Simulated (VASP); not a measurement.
A run of VASP 6.6.1 is set up as follows.

Contents of INCAR:

```
SYSTEM = Ba3SbS2
PREC = Accurate
ENCUT = 520
EDIFF = 1E-7
ISMEAR = 0
SIGMA = 0.1
LREAL = .FALSE.
LASPH = .TRUE.
NELM = 100
ALGO = Normal
ISIF = 2
LWAVE = .FALSE.
LCHARG = .FALSE.
GGA = PE
NBANDS = 32
```

KPOINTS

```
regular mesh
0
G
  3 3 4
  0 0 0
```

POSCAR

```
Ba3SbS2
1.0
    6.4642753900      0.0000000000      0.0000000000
   -3.2321377000      5.5982267100      0.0000000000
    0.0000000000      0.0000000000      5.3410219600
Ba Sb S
3 1 2
Direct
    0.5000000000      0.5000000000      0.5000000000
    0.5000000000      0.0000000000      0.5000000000
    0.0000000000      0.5000000000      0.5000000000
    0.0000000000      0.0000000000      0.0000000000
    0.6666666700      0.3333333300      0.0000000000
    0.3333333300      0.6666666700      0.0000000000
```

Potentials or basis: VASP PAW PBE potentials, release 64 (Ba_sv, Sb, S).

Command:

```bash
$ cat potpaw_PBE.64/Ba_sv/POTCAR potpaw_PBE.64/Sb/POTCAR potpaw_PBE.64/S/POTCAR > POTCAR
$ mpirun -np 1 vasp_std > vasp.out
```

Task: Predict the band gap on the k mesh.

Result: Zero (an odd number of electrons rules out a gap without spin polarisation).

Task: What does it give for the pressure?

Result: 1.8 GPa.

Stress tensor (GPa, compression positive):
```
  8.84   0.00   0.00
  0.00   8.84   0.00
  0.00   0.00 -12.15
```

Caveat: the k points lie up to 0.37 Å⁻¹ apart, too coarse for converged energies and pressures of a metal; spin-orbit coupling is left out, which moves the levels of the heavy elements.
